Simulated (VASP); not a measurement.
# Pt (Im-3m) in VASP: notebook

The runs below take Pt through single point, with PBEsol.

All numbers are computed with VASP 6.6.1; they aren't measurements. Logs are shortened: lines on timing, memory, paths and dates and some standing lists are left out, and cuts for length are marked.

### 1 The cell of the first run

Symmetry: Im-3m, No. 229, cubic system. Conventional cell: a = 3.115 Å, b = 3.115 Å, c = 3.115 Å, α = 90.00°, β = 90.00°, γ = 90.00°. Pt (site symmetry m-3m) has 14 Pt at 2.70 to 3.11 Å within 3.6 Å.

### 2 Single point, PBEsol

Contents of INCAR:

```
SYSTEM = Pt
ALGO = Normal
EDIFF = 1E-7
ENCUT = 520
GGA = PS
ISIF = 2
ISMEAR = 1
LASPH = .TRUE.
LCHARG = .FALSE.
LREAL = .FALSE.
LWAVE = .FALSE.
NBANDS = 11
NELM = 80
PREC = Accurate
SIGMA = 0.05
```

Contents of KPOINTS:

```
k-points
0
G
  10 10 10
  0 0 0
```

Contents of POSCAR:

```
Pt
1.0
   -1.5573636253      1.5573636253      1.5573636253
    1.5573636253     -1.5573636253      1.5573636253
    1.5573636253      1.5573636253     -1.5573636253
Pt
1
Direct
    0.0000000000      0.0000000000      0.0000000000
```

Potentials or basis: VASP PAW PBE potentials, release 64 (Pt).

The run is started by

```sh
> cat potpaw_PBE.64/Pt/POTCAR > POTCAR
> mpirun -np 1 vasp_std > vasp.out
```

OUTCAR:

```text
SYSTEM = Pt
   EDIFF = 1E-7
   ENCUT = 520
   GGA = PS
   ISIF = 2
   ISMEAR = 1
   LASPH = .TRUE.
   LREAL = .FALSE.
   NELM = 80
   PREC = Accurate

 ion  position               nearest neighbor table
   1  0.000  0.000  0.000-

  LATTYP: Found a body centered cubic cell.
 ALAT       =     3.1147272506

  Lattice vectors:

 A1 = (  -1.5573636253,   1.5573636253,   1.5573636253)
 A2 = (   1.5573636253,  -1.5573636253,   1.5573636253)
 A3 = (   1.5573636253,   1.5573636253,  -1.5573636253)

Analysis of symmetry for initial positions (statically):
=====================================================================
 Subroutine PRICEL returns:
 Original cell was already a primitive cell.

 Routine SETGRP: Setting up the symmetry group for a
 body centered cubic supercell.

 Subroutine GETGRP returns: Found 48 space group operations
 (whereof 48 operations were pure point group operations)
 out of a pool of 48 trial point group operations.

The static configuration has the point symmetry O_h .

Analysis of symmetry for dynamics (positions and initial velocities):
=====================================================================
 Subroutine PRICEL returns:
 Original cell was already a primitive cell.

 Routine SETGRP: Setting up the symmetry group for a
 body centered cubic supercell.

 Subroutine GETGRP returns: Found 48 space group operations
 (whereof 48 operations were pure point group operations)
 out of a pool of 48 trial point group operations.

The dynamic configuration has the point symmetry O_h .

 Subroutine INISYM returns: Found 48 space group operations
 (whereof 48 operations are pure point group operations),
 and found     1 'primitive' translations

----------------------------------------------------------------------------------------

                                     Primitive cell

  volume of cell :      15.1088

  direct lattice vectors                    reciprocal lattice vectors
    -1.557363625  1.557363625  1.557363625     0.000000000  0.321055399  0.321055399
     1.557363625 -1.557363625  1.557363625     0.321055399  0.000000000  0.321055399
     1.557363625  1.557363625 -1.557363625     0.321055399  0.321055399  0.000000000

  length of vectors
     2.697432925  2.697432925  2.697432925     0.454040899  0.454040899  0.454040899
[... 83 lines left out ...]
   IBRION =     -1    ionic relax: 0-MD 1-quasi-New 2-CG
   NFREE  =      0    steps in history (QN), initial steepest desc. (CG)
   ISIF   =      2    stress and relaxation
   ISYM   =      2    0-nonsym 1-usesym 2-fastsym
   POTIM  = 0.5000    time-step for ionic-motion
   TEBEG  =    0.0;   TEEND  =   0.0 temperature during run
   PSTRESS=    0.0 pullay stress
   NELECT =      10.0000    total number of electrons
   NUPDOWN=      -1.0000    fix difference up-down
   EMIN   =  10.00;   EMAX   =-10.00  energy-range for DOS
   EFERMI =   0.00;   METHOD = LEGACY
   ISMEAR =     1;   SIGMA  =   0.05  broadening in eV -4-tet -1-fermi 0-gaus
   EFERMI_NEDOS =   21; number of points for ismear=-14 and -15
   IALGO  =     38    algorithm
   IMIX   =      4    mixing-type and parameters
     AMIX     =   0.40;   BMIX     =  1.00
     AMIX_MAG =   1.60;   BMIX_MAG =  1.00
  volume/ion in A,a.u.               =      15.11       101.96
  Fermi-wavevector in a.u.,A,eV,Ry     =   1.426696  2.696065 27.694139  2.035462
  Thomas-Fermi vector in A             =   2.546945
   LORBIT       =      0    0 simple, 1 ext, 2 COOP (PROOUT), +10 PAW based schemes
   GGA     = PS    functional components
   LHFCALC =     F    Hartree Fock is set to
   AEXX    =    0.0000 exact exchange contribution
   IVDW    =     0    specifies the selected vdW correction
   LEPSILON=     F    determine dielectric tensor
   LRPA    =     F    only Hartree local field effects (RPA)
 non-spin polarized calculation
 Methfessel and Paxton  Order N= 1 SIGMA  =   0.05
  energy-cutoff  :      520.00
  volume of cell :       15.11
 maximum number of plane-waves:       420
   NGX =  9   NGY =  9   NGZ =  9

 number of electron      10.0000000 magnetization

 number of electron       9.9999998 magnetization

 Free energy of the ion-electron system (eV)
  ---------------------------------------------------
  ext. energy  EPLUGINS =         0.00000000
  ---------------------------------------------------
  free energy    TOTEN  =        -6.85614076 eV

  energy without entropy =       -6.85604775  energy(sigma->0) =       -6.85610976

 E-fermi :  10.9585     XC(G=0): -13.6114

 val. band max:       10.9441231088   @ k =  -0.3000   0.3000   0.2000
 cond. band min:      11.0582475119   @ k =  -0.4000   0.4000   0.2000
 fundamental gap:      0.1141244030
 Fermi energy:        10.9584506730

 k-point     1 :       0.0000    0.0000    0.0000
  band No.  band energies     occupation
      1       0.7980      2.00000
      2       7.0884      2.00000
      3       7.0884      2.00000
      4       7.0884      2.00000
      5       9.7772      2.00000
      6       9.7772      2.00000
      7      27.9025      0.00000
      8      27.9025      0.00000
      9      27.9025      0.00000
     10      38.4833      0.00000
     11      38.4833      0.00000
[... 309 lines left out ...]
 k-point    24 :      -0.3000    0.3000    0.1000
  band No.  band energies     occupation
      1       3.8729      2.00000
      2       6.3808      2.00000
      3       7.1738      2.00000
      4       8.8629      2.00000
      5       9.7641      2.00000
      6      10.3862      2.00000
      7      23.7357      0.00000
      8      26.6889      0.00000
      9      29.8640      0.00000
     10      33.1425      0.00000
     11      34.3391      0.00000

 [... further k-points ...]

------------------------ aborting loop because EDIFF is reached ----------------------------------------

  FORCE on cell =-STRESS in cart. coord.  units (eV):
  Direction    XX          YY          ZZ          XY          YZ          ZX
  --------------------------------------------------------------------------------------
  -------------------------------------------------------------------------------------
  Total        0.1024794      0.1024794      0.1024794      0.0000000     -0.0000000      0.0000000
  in kB       10.8671835     10.8671835     10.8671835      0.0000000     -0.0000000      0.0000000
  external PRESSURE =      10.8671835 kB  Pullay stress =       0.0000000 kB

 VOLUME and BASIS-vectors are now :
 -----------------------------------------------------------------------------
  energy-cutoff  :      520.00
  volume of cell :       15.11
      direct lattice vectors                 reciprocal lattice vectors
    -1.557363625  1.557363625  1.557363625     0.000000000  0.321055399  0.321055399
     1.557363625 -1.557363625  1.557363625     0.321055399  0.000000000  0.321055399
     1.557363625  1.557363625 -1.557363625     0.321055399  0.321055399  0.000000000

 POSITION                                       TOTAL-FORCE (eV/Angst)
 -----------------------------------------------------------------------------------
      0.00000      0.00000      0.00000        -0.000000      0.000000      0.000000
 -----------------------------------------------------------------------------------
    total drift:                                0.000000      0.000000      0.000000

  FREE ENERGIE OF THE ION-ELECTRON SYSTEM (eV)
  ---------------------------------------------------
  free  energy   TOTEN  =        -6.8561407628 eV

  energy  without entropy=       -6.8560477486  energy(sigma->0) =       -6.85610976
```

OSZICAR:

```text
N       E                     dE             d eps       ncg     rms          rms(c)
DAV:   1     0.385778109618E+02    0.38578E+02   -0.54420E+03  1074   0.845E+02
DAV:   2    -0.668399288605E+01   -0.45262E+02   -0.43366E+02  1178   0.175E+02
DAV:   3    -0.728865225825E+01   -0.60466E+00   -0.60052E+00  1199   0.193E+01
DAV:   4    -0.729101879883E+01   -0.23665E-02   -0.23663E-02  1178   0.141E+00
DAV:   5    -0.729103673789E+01   -0.17939E-04   -0.17938E-04  1208   0.114E-01    0.129E+01
DAV:   6    -0.690492221608E+01    0.38611E+00   -0.84828E-01  1118   0.723E+00    0.655E+00
DAV:   7    -0.686028877730E+01    0.44633E-01   -0.15613E-01  1190   0.302E+00    0.242E+00
DAV:   8    -0.685641047154E+01    0.38783E-02   -0.62289E-03  1145   0.726E-01    0.621E-01
DAV:   9    -0.685613617554E+01    0.27430E-03   -0.19535E-04  1193   0.130E-01    0.118E-02
DAV:  10    -0.685614049576E+01   -0.43202E-05   -0.26911E-06  1209   0.115E-02    0.227E-03
DAV:  11    -0.685614076361E+01   -0.26784E-06   -0.71857E-08  1149   0.243E-03    0.411E-04
DAV:  12    -0.685614076275E+01    0.85834E-09   -0.24383E-09   643   0.339E-04
   1 F= -.68561408E+01 E0= -.68561098E+01  d E =-.930142E-04
```

Run time: 7.3 s. Hardware: 1 thread of Intel Xeon Platinum 8488C (Sapphire Rapids), shared host; peak memory 0.12 GiB.

What came out:

```yaml
Free_energy: -6.8561 eV
Pressure: 1.1 GPa
Band_gap_on_the_k_mesh: zero (band 5 reaches 11.92 eV, above the bottom of band 6 at 9.64 eV)
```

Caveat: the PAW data sets were made with another functional, which shifts forces and pressure a little; spin-orbit coupling is left out, which moves the levels of the heavy elements.

### 3 Single point, PBEsol

This run uses another cell than the first one, of 15.59 Å³/atom, 1.032 times its volume.

Contents of INCAR:

```
ALGO = Normal
EDIFF = 1E-7
ENCUT = 520
GGA = PS
ISIF = 2
ISMEAR = 1
LASPH = T
LCHARG = T
LELF = T
LREAL = F
LVHAR = T
LWAVE = F
NBANDS = 11
NELM = 80
PREC = Accurate
SIGMA = 0.05
```

Contents of KPOINTS:

```
k-points
0
Gamma
  10 10 10
```

Contents of POSCAR:

```
Pt
1.0
   -1.5735873306      1.5735873306      1.5735873306
    1.5735873306     -1.5735873306      1.5735873306
    1.5735873306      1.5735873306     -1.5735873306
Pt
1
Direct
    0.0000000000      0.0000000000      0.0000000000
```

Potentials or basis: VASP PAW PBE potentials, release 64 (Pt).

The run is started by

```sh
> cat potpaw_PBE.64/Pt/POTCAR > POTCAR
> mpirun -np 1 vasp_std > vasp.out
```

It took 11 s on 1 thread of Intel Xeon Platinum 8488C (Sapphire Rapids), shared host; peak memory 0.12 GiB.

Results (log left out):

```yaml
Free_energy: -6.8475 eV
Pressure: -6.8 GPa
Band_gap_on_the_k_mesh: zero (band 5 reaches 11.29 eV, above the bottom of band 6 at 9.13 eV)
```

Levels at points of the mesh, in eV from the Fermi level:
```csv
k point,band 3,band 4,band 5,band 6,band 7,band 8
"(0.00, 0.00, 0.00)",-3.71,-3.71,-1.14,-1.14,16.94,16.94
"(0.50, 0.00, 0.00)",-1.33,-0.81,0.01,0.93,6.23,13.09
"(0.50, 0.50, 0.50)",0.40,0.40,0.40,7.49,7.49,7.49
```

Caveat: the PAW data sets were made with another functional, which shifts forces and pressure a little; spin-orbit coupling is left out, which moves the levels of the heavy elements.

### 4 Single point, PBEsol

This run uses another cell than the first one, of 16.06 Å³/atom, 1.063 times its volume.

Contents of INCAR:

```
  PREC = Accurate
  ENCUT = 520
  EDIFF = 1E-6
  ISMEAR = 1
  SIGMA = 0.05
  LREAL = False
  LASPH = True
  NELM = 100
  ALGO = Normal
  ISIF = 2
  LWAVE = False
  LCHARG = False
  GGA = PS
  NBANDS = 11
```

Contents of KPOINTS:

```
Automatic mesh
0
Gamma
  10 10 10
```

Contents of POSCAR:

```
Pt
1.0
   -1.5894832280      1.5894832280      1.5894832280
    1.5894832280     -1.5894832280      1.5894832280
    1.5894832280      1.5894832280     -1.5894832280
Pt
1
Direct
    0.0000000000      0.0000000000      0.0000000000
```

The run is started by

```sh
> cat potpaw_PBE.64/Pt/POTCAR > POTCAR
> mpirun -np 1 vasp_std > vasp.out
```

It took 6.2 s on 1 thread of Intel Xeon Platinum 8488C (Sapphire Rapids), shared host; peak memory 0.12 GiB.

It converged, with:

- Free energy: -6.8175 eV
- Pressure: -13.4 GPa
- Band gap on the k mesh: zero (band 5 reaches 10.69 eV, above the bottom of band 6 at 8.66 eV)

Levels at points of the mesh, in eV from the Fermi level:
| k point | band 3 | band 4 | band 5 | band 6 | band 7 | band 8 |
| --- | --- | --- | --- | --- | --- | --- |
| (0.00, 0.00, 0.00) | -3.56 | -3.56 | -1.10 | -1.10 | 16.93 | 16.93 |
| (0.50, 0.00, 0.00) | -1.29 | -0.79 | 0.10 | 0.86 | 5.96 | 13.07 |
| (0.50, 0.50, 0.50) | 0.35 | 0.35 | 0.35 | 7.41 | 7.41 | 7.41 |

Caveat: the PAW data sets were made with another functional, which shifts forces and pressure a little; spin-orbit coupling is left out, which moves the levels of the heavy elements.

### 5 The runs side by side

| cell | gap on the mesh (eV) | pressure (GPa) |
| --- | --- | --- |
| a = 2.697 Å, angles 109.5°, 1 atom | none | 1.1 |
| a = 2.726 Å, angles 109.5°, 1 atom | none | -6.8 |
| a = 2.753 Å, angles 109.5°, 1 atom | none | -13.4 |

Alike in all rows: task single point; level PBEsol; potentials or basis VASP PAW PBE potentials, release 64 (Pt); no spin polarisation; k mesh 10 × 10 × 10; cutoff (eV) 520; smearing methfessel-paxton 0.05 eV.

Caveats: the PAW data sets were made with another functional, which shifts forces and pressure a little; spin-orbit coupling is left out, which moves the levels of the heavy elements.

Absolute energies hang on the potentials; compare differences alone.
